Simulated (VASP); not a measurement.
# Sb in VASP: notebook, part 2 of 2

VASP 6.6.1.

### 6 Single point, PBE (equal xx and yy strain of +3 %)

The input, INCAR:

```
ALGO     = Normal         # electronic algorithm
EDIFF    = 1E-6           # SCF threshold, eV
ENCUT    = 520            # plane-wave cutoff, eV
GGA      = PE             # functional
ISIF     = 2              # what is computed and relaxed
ISMEAR   = -1             # smearing method
LASPH    = True           # aspherical terms in the spheres
LCHARG   = True           # write CHGCAR
LELF     = True           # ELF
LREAL    = False          # projectors in reciprocal space
LVHAR    = True         
LWAVE    = False          # write WAVECAR
NBANDS   = 8              # bands
NELM     = 100            # most SCF steps
PREC     = Accurate       # precision mode
SIGMA    = 0.05           # smearing width, eV
```

The input, KPOINTS:

```
k-points
0
Gamma
  12 12 12
```

The input, POSCAR:

```
Sb
1.0
    0.0000000000      2.3741500000      2.3050000000
    2.3741500000      0.0000000000      2.3050000000
    2.3741500000      2.3741500000      0.0000000000
Sb
1
Direct
    0.0000000000      0.0000000000      0.0000000000
```

Potentials or basis: VASP PAW PBE potentials, release 64 (Sb).

Command:

```console
$ cat potpaw_PBE.64/Sb/POTCAR > POTCAR
$ mpirun -np 1 vasp_std > vasp.out
```

OUTCAR:

```text
EDIFF = 1E-6
   ENCUT = 520
   GGA = PE
   ISIF = 2
   ISMEAR = -1
   LASPH = True
   LREAL = False
   NELM = 100
   PREC = Accurate

 ion  position               nearest neighbor table
   1  0.000  0.000  0.000-

  LATTYP: Found a body centered tetragonal cell.
 ALAT       =     3.3575551291
 C/A-ratio  =     1.3730228761

  Lattice vectors:

 A1 = (   0.0000000000,  -2.3741500000,  -2.3050000000)
 A2 = (   0.0000000000,   2.3741500000,  -2.3050000000)
 A3 = (   2.3741500000,   0.0000000000,   2.3050000000)

Analysis of symmetry for initial positions (statically):
=====================================================================
 Subroutine PRICEL returns:
 Original cell was already a primitive cell.

 Routine SETGRP: Setting up the symmetry group for a
 body centered tetragonal supercell.

 Subroutine GETGRP returns: Found 16 space group operations
 (whereof 16 operations were pure point group operations)
 out of a pool of 16 trial point group operations.

The static configuration has the point symmetry D_4h.

Analysis of symmetry for dynamics (positions and initial velocities):
=====================================================================
 Subroutine PRICEL returns:
 Original cell was already a primitive cell.

 Routine SETGRP: Setting up the symmetry group for a
 body centered tetragonal supercell.

 Subroutine GETGRP returns: Found 16 space group operations
 (whereof 16 operations were pure point group operations)
 out of a pool of 16 trial point group operations.

The dynamic configuration has the point symmetry D_4h.

 Subroutine INISYM returns: Found 16 space group operations
 (whereof 16 operations are pure point group operations),
 and found     1 'primitive' translations

----------------------------------------------------------------------------------------

                                     Primitive cell

  volume of cell :      25.9847

  direct lattice vectors                    reciprocal lattice vectors
     0.000000000  2.374150000  2.305000000    -0.210601689  0.210601689  0.216919740
     2.374150000  0.000000000  2.305000000     0.210601689 -0.210601689  0.216919740
     2.374150000  2.374150000  0.000000000     0.210601689  0.210601689 -0.216919740

  length of vectors
     3.309019979  3.309019979  3.357555129     0.368456668  0.368456668  0.368456668

  position of ions in fractional coordinates (direct lattice)
     0.000000000  0.000000000  0.000000000

  ion indices of the primitive-cell ions
   primitive index   ion index
                 1           1

----------------------------------------------------------------------------------------

 KPOINTS: k-points

Automatic generation of k-mesh.
 Grid dimensions read from file:
 generate k-points for:   12   12   12

 Generating k-lattice:

  Cartesian coordinates                     Fractional coordinates (reciprocal lattice)
    -0.017550141  0.017550141  0.018076645     0.083333333  0.000000000  0.000000000
     0.017550141 -0.017550141  0.018076645     0.000000000  0.083333333  0.000000000
     0.017550141  0.017550141 -0.018076645     0.000000000  0.000000000  0.083333333

  Length of vectors
     0.030704722  0.030704722  0.030704722

  Shift w.r.t. Gamma in fractional coordinates (k-lattice)
     0.000000000  0.000000000  0.000000000

 Subroutine IBZKPT returns following result:
 ===========================================

 Found    163 irreducible k-points:

 Following reciprocal coordinates:
            Coordinates               Weight
  0.000000  0.000000  0.000000      1.000000
  0.083333 -0.000000  0.000000      8.000000
  0.166667  0.000000  0.000000      8.000000
  0.250000  0.000000  0.000000      8.000000
  0.333333  0.000000  0.000000      8.000000
  0.416667 -0.000000  0.000000      8.000000
[... 16 lines left out ...]
  0.500000  0.166667  0.000000      8.000000
 -0.416667  0.166667  0.000000      8.000000
 [... further k-points ...]
   k-points           NKPTS =    163   k-points in BZ     NKDIM =    163   number of bands    NBANDS=      8
   number of dos      NEDOS =    301   number of ions     NIONS =      1
   total plane-waves  NPLWV =  21952
   dimension x,y,z NGX =    28 NGY =   28 NGZ =   28
   dimension x,y,z NGXF=    56 NGYF=   56 NGZF=   56
   ions per type =               1
   NGX,Y,Z   is equivalent  to a cutoff of  14.07, 14.07, 13.86 a.u.
   NGXF,Y,Z  is equivalent  to a cutoff of  28.13, 28.13, 27.73 a.u.
 SYSTEM =  unknown system
   PREC   = accura    normal or accurate (medium, high low for compatibility)
   ISTART =      0    job   : 0-new  1-cont  2-samecut
   ICHARG =      2    charge: 1-file 2-atom 10-const
   ISPIN  =      1    spin polarized calculation?
   LNONCOLLINEAR =      F non collinear calculations
   LSORBIT =      F    spin-orbit coupling
   LASPH  =      T    aspherical Exc in radial PAW
   ENCUT  =  520.0 eV  38.22 Ry    6.18 a.u.   6.15  6.15  6.24*2*pi/ulx,y,z
   NELM   =    100;   NELMIN=  2; NELMDL= -5     # of ELM steps
   EDIFF  = 0.1E-05   stopping-criterion for ELM
   LREAL  =      F    real-space projection
   EDIFFG = 0.1E-04   stopping-criterion for IOM
   NSW    =      0    number of steps for IOM
   IBRION =     -1    ionic relax: 0-MD 1-quasi-New 2-CG
   NFREE  =      0    steps in history (QN), initial steepest desc. (CG)
   ISIF   =      2    stress and relaxation
   ISYM   =      2    0-nonsym 1-usesym 2-fastsym
   POTIM  = 0.5000    time-step for ionic-motion
   TEBEG  =    0.0;   TEEND  =   0.0 temperature during run
   PSTRESS=    0.0 pullay stress
   NELECT =       5.0000    total number of electrons
   NUPDOWN=      -1.0000    fix difference up-down
   EMIN   =  10.00;   EMAX   =-10.00  energy-range for DOS
   EFERMI =   0.00;   METHOD = LEGACY
   ISMEAR =    -1;   SIGMA  =   0.05  broadening in eV -4-tet -1-fermi 0-gaus
   EFERMI_NEDOS =   21; number of points for ismear=-14 and -15
   IALGO  =     38    algorithm
   IMIX   =      4    mixing-type and parameters
     AMIX     =   0.40;   BMIX     =  1.00
     AMIX_MAG =   1.60;   BMIX_MAG =  1.00
  volume/ion in A,a.u.               =      25.98       175.35
  Fermi-wavevector in a.u.,A,eV,Ry     =   0.945132  1.786040 12.153735  0.893274
  Thomas-Fermi vector in A             =   2.073004
   LORBIT       =      0    0 simple, 1 ext, 2 COOP (PROOUT), +10 PAW based schemes
   GGA     = PE    functional components
   LHFCALC =     F    Hartree Fock is set to
   AEXX    =    0.0000 exact exchange contribution
   IVDW    =     0    specifies the selected vdW correction
   LEPSILON=     F    determine dielectric tensor
   LRPA    =     F    only Hartree local field effects (RPA)
 non-spin polarized calculation
  energy-cutoff  :      520.00
  volume of cell :       25.98
 maximum number of plane-waves:       710
 NGX is ok and might be reduce to    28
   NGX = 13   NGY = 13   NGZ = 13

 number of electron       5.0000000 magnetization

 Free energy of the ion-electron system (eV)
  ---------------------------------------------------
  ext. energy  EPLUGINS =         0.00000000
  ---------------------------------------------------
  free energy    TOTEN  =        -3.80772407 eV

  energy without entropy =       -3.80156776  energy(sigma->0) =       -3.80464592

 E-fermi :   9.0335     XC(G=0): -10.3893

 val. band max:        9.0314019976   @ k =  -0.2500   0.2500   0.1667
 cond. band min:       9.0573174511   @ k =   0.2500   0.0833   0.0000
 fundamental gap:      0.0259154534
 Fermi energy:         9.0335495300

 k-point     1 :       0.0000    0.0000    0.0000
  band No.  band energies     occupation
      1      -4.2112      2.00000
      2      14.5698      0.00000
      3      14.5946      0.00000
      4      14.5946      0.00000
      5      19.0158      0.00000
      6      19.0158      0.00000
      7      19.2027      0.00000
      8      19.2467      0.00000
[... 243 lines left out ...]
 k-point    24 :      -0.4167    0.1667    0.0000
  band No.  band energies     occupation
      1       0.0834      2.00000
      2       3.6449      2.00000
      3       9.7927      0.00000
      4      11.6880      0.00000
      5      15.6088      0.00000
      6      19.6024      0.00000
      7      19.8509      0.00000
      8      23.6256      0.00000

 [... further k-points ...]

------------------------ aborting loop because EDIFF is reached ----------------------------------------

  FORCE on cell =-STRESS in cart. coord.  units (eV):
  Direction    XX          YY          ZZ          XY          YZ          ZX
  --------------------------------------------------------------------------------------
  -------------------------------------------------------------------------------------
  Total        0.6387794      0.6387794      0.5601984      0.0000000      0.0000000      0.0000000
  in kB       39.3862183     39.3862183     34.5410244      0.0000000      0.0000000      0.0000000
  external PRESSURE =      37.7711537 kB  Pullay stress =       0.0000000 kB

 VOLUME and BASIS-vectors are now :
 -----------------------------------------------------------------------------
  energy-cutoff  :      520.00
  volume of cell :       25.98
      direct lattice vectors                 reciprocal lattice vectors
     0.000000000  2.374150000  2.305000000    -0.210601689  0.210601689  0.216919740
     2.374150000  0.000000000  2.305000000     0.210601689 -0.210601689  0.216919740
     2.374150000  2.374150000  0.000000000     0.210601689  0.210601689 -0.216919740

 POSITION                                       TOTAL-FORCE (eV/Angst)
 -----------------------------------------------------------------------------------
      0.00000      0.00000      0.00000        -0.000000      0.000000      0.000000
 -----------------------------------------------------------------------------------
    total drift:                                0.000000      0.000000      0.000000

  FREE ENERGIE OF THE ION-ELECTRON SYSTEM (eV)
  ---------------------------------------------------
  free  energy   TOTEN  =        -3.8077240709 eV

  energy  without entropy=       -3.8015677647  energy(sigma->0) =       -3.80464592
```

Run time: 14 s. Hardware: 1 thread of Intel Xeon 6975P-C (Granite Rapids), shared host; peak memory 0.18 GiB.

What came out:

```yaml
Free_energy: -3.8077 eV
Pressure: 3.8 GPa
```

Caveat: the cell differs from its parent crystal (equal xx and yy strain of +3 %); spin-orbit coupling is left out, which moves the levels of the heavy elements.

### 7 The runs side by side

| level | cell | gap on the mesh (eV) | pressure (GPa) |
| --- | --- | --- | --- |
| PBE+D4 | a = 3.260 Å, angles 60.0°, 1 atom | none | 4.9 |
| PBE | a = 3.276, b = 3.276, c = 3.292 Å, angles 59.8, 59.8, 60.3°, 1 atom | none | 6.8 |
| PBE | a = 3.260, b = 3.260, c = 3.227 Å, angles 60.3, 60.3, 60.7°, 1 atom | none | 8.7 |
| PBE | a = 3.227, b = 3.227, c = 3.195 Å, angles 60.3, 60.3, 59.3°, 1 atom | none | 12.9 |
| PBE | a = 3.309, b = 3.309, c = 3.358 Å, angles 59.5, 59.5, 61.0°, 1 atom | none | 3.8 |

Alike in all rows: task single point; potentials or basis VASP PAW PBE potentials, release 64 (Sb); no spin polarisation; k mesh 12 × 12 × 12; cutoff (eV) 520; smearing fermi-dirac 0.05 eV.

Caveats: spin-orbit coupling is left out, which moves the levels of the heavy elements; pairwise dispersion overbinds metals, which lowers pressure and volume (some runs).

Total energies depend on the potentials used, so only differences within one code and one set of settings carry meaning.
